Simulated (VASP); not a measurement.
Here is a VASP 6.6.1 calculation.

Contents of INCAR:

```
SYSTEM = CoO
PREC = Accurate
ENCUT = 520
EDIFF = 1E-6
ISMEAR = 0
SIGMA = 0.1
LREAL = .False.
LASPH = .True.
NELM = 150
ALGO = Normal
ISIF = 2
LWAVE = .False.
LCHARG = .False.
ISPIN = 2
MAGMOM = 2.57 0.32
LORBIT = 11
LMAXMIX = 4
GGA = PS
NBANDS = 18
```

KPOINTS

```
Automatic mesh
0
Gamma
  20 20 20
  0 0 0
```

The input POSCAR:

```
CoO
1.0
   -1.5080000000      1.5080000000      2.1072475377
    1.5080000000     -1.5080000000      2.1072475377
    1.5080000000      1.5080000000     -2.1072475377
Co O
1 1
Direct
    0.0000000000      0.0000000000      0.0000000000
    0.5000000000      0.5000000000      0.0000000000
```

Potentials or basis: VASP PAW PBE potentials, release 64 (Co, O).

The run is started by

```sh
$ cat potpaw_PBE.64/Co/POTCAR potpaw_PBE.64/O/POTCAR > POTCAR
$ mpirun -np 1 vasp_std > vasp.out
```

Task: What does it give for the pressure?

Result: -9.7 GPa.

Task: Estimate the net moment.

Result: 2.93 μB per cell.

Stress tensor (GPa, compression positive):
```
-9.81  0.00  0.00
 0.00 -9.81  0.00
 0.00  0.00 -9.60
```

Caveat: the cell stands under tension; the PAW data sets were made with another functional, which shifts forces and pressure a little; a cell with one magnetic atom can't hold antiferromagnetic order, which such compounds often take.
